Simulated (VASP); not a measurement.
A run of VASP 6.6.1 is set up as follows.

INCAR

```
SYSTEM = ScTlBr6
PREC = Accurate
ENCUT = 400
EDIFF = 1E-6
ISMEAR = 0
SIGMA = 0.1
LREAL = .FALSE.
LASPH = .TRUE.
NELM = 200
ALGO = Normal
ISIF = 2
LWAVE = .FALSE.
LCHARG = .FALSE.
ISPIN = 2
MAGMOM = 0 0 1 1 1 1 1 1
LORBIT = 11
LMAXMIX = 4
NBANDS = 47
GGA_COMPAT = .FALSE.
```

The input KPOINTS:

```
Automatic mesh
0
G
  4 4 4
  0 0 0
```

File POSCAR:

```
ScTlBr6
1.0
    0.0000000000      5.8422440000      5.8422440000
    5.8422440000      0.0000000000      5.8422440000
    5.8422440000      5.8422440000      0.0000000000
Sc Tl Br
1 1 6
Direct
    0.0000000000      0.0000000000      0.0000000000
    0.5000000000      0.5000000000      0.5000000000
    0.7721460000      0.2278540000      0.2278540000
    0.2278540000      0.2278540000      0.7721460000
    0.2278540000      0.7721460000      0.7721460000
    0.2278540000      0.7721460000      0.2278540000
    0.7721460000      0.2278540000      0.7721460000
    0.7721460000      0.7721460000      0.2278540000
```

Potentials or basis: VASP PAW LDA potentials, release 64 (Sc_sv, Tl_d, Br).

Launch:

```console
$ cat potpaw_LDA.64/Sc_sv/POTCAR potpaw_LDA.64/Tl_d/POTCAR potpaw_LDA.64/Br/POTCAR > POTCAR
$ mpirun -np 1 vasp_std > vasp.out
```

**Question.** Predict the net moment.

**Answer.** 1.47 μB per cell.

**Question.** Estimate the site moments.

**Answer.** Sc -0.01; Tl +0.04; Br +0.17 μB.

**Question.** Estimate the largest force.

**Answer.** 0.367 eV/Å.

**Question.** Estimate the pressure.

**Answer.** -2.3 GPa.

Forces in eV/Å, atoms in the order of the input:
```
Sc   0.000  0.000  0.000
Tl   0.000  0.000  0.000
Br  -0.367  0.000  0.000
Br   0.000  0.000 -0.367
Br   0.367  0.000  0.000
Br   0.000 -0.367  0.000
Br   0.000  0.367  0.000
Br   0.000  0.000  0.367
```

Caveat: a moment this small can come from the mesh or the smearing.
